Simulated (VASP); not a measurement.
A run of VASP 6.6.1 is set up as follows.

The input INCAR:

```
PREC = Accurate
ENCUT = 500
EDIFF = 1E-6
ISMEAR = 0
SIGMA = 0.1
LREAL = F
LASPH = T
NELM = 200
ALGO = Normal
ISIF = 2
LWAVE = F
LCHARG = F
ISPIN = 2
MAGMOM = 0 3.66 3.66 3.66
LORBIT = 11
LMAXMIX = 4
GGA = PE
NBANDS = 36
GGA_COMPAT = F
```

KPOINTS

```
Automatic mesh
0
Gamma
  4 4 4
```

The input POSCAR:

```
CaMn3
1.0
    4.1544081141      0.0000000000      0.0000000000
    0.0000000000      4.1544081141      0.0000000000
    0.0000000000      0.0000000000      4.1544081141
Ca Mn
1 3
Direct
    0.0000000000      0.0000000000      0.0000000000
    0.0000000000      0.5000000000      0.5000000000
    0.5000000000      0.0000000000      0.5000000000
    0.5000000000      0.5000000000      0.0000000000
```

Potentials or basis: VASP PAW PBE potentials, release 64 (Ca_sv, Mn_pv).

Command:

```sh
$ cat potpaw_PBE.64/Ca_sv/POTCAR potpaw_PBE.64/Mn_pv/POTCAR > POTCAR
$ mpirun -np 1 vasp_std > vasp.out
```

(1) Predict the pressure.

(2) Predict the site moments.

(3) Estimate the net moment.

Answers

(1) 0.3 GPa.

(2) Ca -0.06; Mn +3.44 μB.

(3) 10.65 μB per cell.

Caveat: the k points lie up to 0.38 Å⁻¹ apart.
